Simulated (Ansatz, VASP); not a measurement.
# One calculation of Al, two programs

INCAR

```
SYSTEM = Al
PREC = Accurate
ENCUT = 600
EDIFF = 1E-6
ISMEAR = 0
SIGMA = 0.1
LREAL = .False.
LASPH = .True.
NELM = 100
ALGO = Normal
ISIF = 3
LWAVE = .False.
LCHARG = .False.
GGA = PE
IBRION = 2
NSW = 100
EDIFFG = -0.01
```

KPOINTS

```
Automatic mesh
0
Gamma
  24 24 24
  0 0 0
```

POSCAR

```
Al
1.0
    0.0000000000      2.0219850790      2.0219850790
    2.0219850790      0.0000000000      2.0219850790
    2.0219850790      2.0219850790      0.0000000000
Al
1
Direct
    0.0000000000      0.0000000000      0.0000000000
```

Input for Ansatz:

```yaml
crystal:
  lattice:
    - [0.0, 2.021985079, 2.021985079]
    - [2.021985079, 0.0, 2.021985079]
    - [2.021985079, 2.021985079, 0.0]
  atoms:
    - { symbol: Al, position: [0.0, 0.0, 0.0] }
basis:
  ecutwfc: 420
kpoints:
  mp_grid: { grid: [24, 24, 24] }
hamiltonian:
  xc: pbe
scf:
  occupations: { method: gaussian, width: 0.1 }
output:
  forces: true
  stress: true
  eigenvalues: true
relax:
  adjacent_minimum: "off"
  f_tol: 0.01
  max_steps: 80
  cell: { stress_tol: 0.05 }
```

Change from the starting cell: the structure that the rattled Se type (P3_221, No. 154) fell into.

Alike in both runs: task relaxation of cell and atoms; functional PBE; k mesh 24 × 24 × 24; occupations gaussian, width 0.1 eV; no spin polarisation.

|  | VASP | Ansatz |
| --- | --- | --- |
| version | VASP 6.6.1 | Ansatz 0.2.0 |
| potentials or method | VASP PAW PBE potentials, release 64 (Al), cutoff 600 eV | scalar-relativistic, plane waves, PAW |
| valence electrons in the cell | 3 | 3 |

Ansatz gave:

- gap on the k mesh at the Fermi level, each at its own relaxed structure (eV): none
- relaxed volume (Å³/atom): 16.48
- relaxed cell length with the largest relative difference (Å): 2.856

Q: What did VASP give for the same quantities?

A: gap on the k mesh at the Fermi level, each at its own relaxed structure (eV): none; relaxed volume (Å³/atom): 16.47; relaxed cell length with the largest relative difference (Å): 2.856.

A gap of «none» marks a metal or a gap that the smearing closes.
